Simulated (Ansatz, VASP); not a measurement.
## Cd in VASP and in Ansatz

Contents of INCAR:

```
ALGO     = Normal         # electronic algorithm
EDIFF    = 1E-6           # SCF threshold, eV
ENCUT    = 500            # plane-wave cutoff, eV
GGA      = PE             # functional
GGA_COMPAT= F            
ISIF     = 2              # what is computed and relaxed
ISMEAR   = 0              # smearing method
LASPH    = T              # aspherical terms in the spheres
LCHARG   = F              # write CHGCAR
LREAL    = F              # projectors in reciprocal space
LWAVE    = F              # write WAVECAR
NBANDS   = 19             # bands
NELM     = 120            # most SCF steps
PREC     = Accurate       # precision mode
SIGMA    = 0.15           # smearing width, eV
```

KPOINTS

```
k-points
0
Gamma
  18 18 8
```

File POSCAR:

```
Cd
1.0
    3.1278161335      0.0000000000      0.0000000000
   -1.5639080667      2.7087682300      0.0000000000
    0.0000000000      0.0000000000      5.3367675000
Cd
2
Direct
    0.3333333333      0.6666666667      0.2500000000
    0.6666666667      0.3333333333      0.7500000000
```

Input for Ansatz:

```yaml
crystal:
  lattice:
    - [3.1278161335, 0.0, 0.0]
    - [-1.5639080667, 2.70876823, 0.0]
    - [0.0, 0.0, 5.3367675]
  atoms:
    - { symbol: Cd, position: [0.3333333333, 0.6666666667, 0.25] }
    - { symbol: Cd, position: [0.6666666667, 0.3333333333, 0.75] }
basis:
  ecutwfc: 420
kpoints:
  mp_grid: { grid: [18, 18, 8] }
hamiltonian:
  xc: pbe
scf:
  occupations: { method: gaussian, width: 0.15 }
output:
  forces: true
  stress: true
  eigenvalues: true
```

Change from the starting cell: strain +0.050 along x and y, -0.050 along z, atoms carried along.

Alike in both runs: task single point; functional PBE; k mesh 18 × 18 × 8; occupations gaussian, width 0.15 eV; no spin polarisation.

|  | VASP | Ansatz |
| --- | --- | --- |
| version | VASP 6.6.1 | Ansatz 0.2.0 |
| potentials or method | VASP PAW PBE potentials, release 64 (Cd), cutoff 500 eV | scalar-relativistic, plane waves, PAW |
| valence electrons in the cell | 24 | 40 |

```tsv
	VASP	Ansatz	Ansatz less VASP
gap on the k mesh at the Fermi level (eV)	none	none	-
pressure (GPa)	0.3	0.0	-0.24
traceless stress, the component that is largest in VASP (GPa)	0.86	0.91	+0.049
```

A gap of «none» marks a metal or a gap that the smearing closes. VASP's potentials hold 24 valence electrons a cell and Ansatz's 40, so a difference there can come from the potentials and not from the codes.
